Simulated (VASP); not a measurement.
A run of VASP 6.6.1 is set up as follows.

INCAR

```
SYSTEM = Al3Ag5
PREC = Accurate ; ENCUT = 600
EDIFF = 1E-6 ; ISMEAR = 0
SIGMA = 0.1 ; LREAL = .FALSE.
LASPH = .TRUE. ; NELM = 60
ALGO = Fast ; ISIF = 3
LWAVE = .FALSE. ; LCHARG = .FALSE.
GGA = PE ; IBRION = 2
NSW = 90 ; EDIFFG = -0.04
```

Contents of KPOINTS:

```
Automatic mesh
0
G
  3 3 4
  0 0 0
```

The input POSCAR:

```
Al3Ag5
1.0
    5.8170231800      0.0000000000      0.0000000000
   -2.9085115900      5.0376898400      0.0000000000
    0.0000000000      0.0000000000      6.0208189600
Al Ag
3 5
Direct
    0.5000000000      0.0000000000      0.0000000000
    0.0000000000      0.5000000000      0.0000000000
    0.5000000000      0.5000000000      0.0000000000
    0.3333333300      0.6666666700      0.2107841400
    0.6666666700      0.3333333300      0.2107841400
    0.6666666700      0.3333333300      0.7892158600
    0.3333333300      0.6666666700      0.7892158600
    0.0000000000      0.0000000000      0.0000000000
```

Potentials or basis: VASP PAW PBE potentials, release 64 (Al, Ag).

Run with:

```sh
$ cat potpaw_PBE.64/Al/POTCAR potpaw_PBE.64/Ag/POTCAR > POTCAR
$ mpirun -np 1 vasp_std > vasp.out
```

**Question.** Estimate the relaxed cell.

**Answer.** a = 5.381 Å, b = 5.381 Å, c = 7.193 Å, α = 90.00°, β = 90.00°, γ = 120.00°.

**Question.** Estimate the band gap on the k mesh.

**Answer.** Zero (bands 32 and 33 overlap by 1.04 eV).

**Question.** Estimate the space group after relaxing (to 0.1 Å).

**Answer.** P6/mmm (No. 191).

Final structure:
```yaml
crystal:
  lattice:
    - [5.38053, 0.00000, 0.00000]
    - [-2.69027, 4.65968, 0.00000]
    - [0.00000, 0.00000, 7.19347]
  atoms:
    - { symbol: Al, position: [0.50000, 0.00000, 0.00000] }
    - { symbol: Al, position: [0.00000, 0.50000, 0.00000] }
    - { symbol: Al, position: [0.50000, 0.50000, 0.00000] }
    - { symbol: Ag, position: [0.33333, 0.66667, 0.31032] }
    - { symbol: Ag, position: [0.66667, 0.33333, 0.31032] }
    - { symbol: Ag, position: [0.66667, 0.33333, 0.68968] }
    - { symbol: Ag, position: [0.33333, 0.66667, 0.68968] }
    - { symbol: Ag, position: [0.00000, 0.00000, 0.00000] }
```

Caveat: the k points lie up to 0.45 Å⁻¹ apart in the final cell, too coarse for converged energies and pressures of a metal; a cell axis changed by over 15 % at a fixed basis, so the end point is rough.
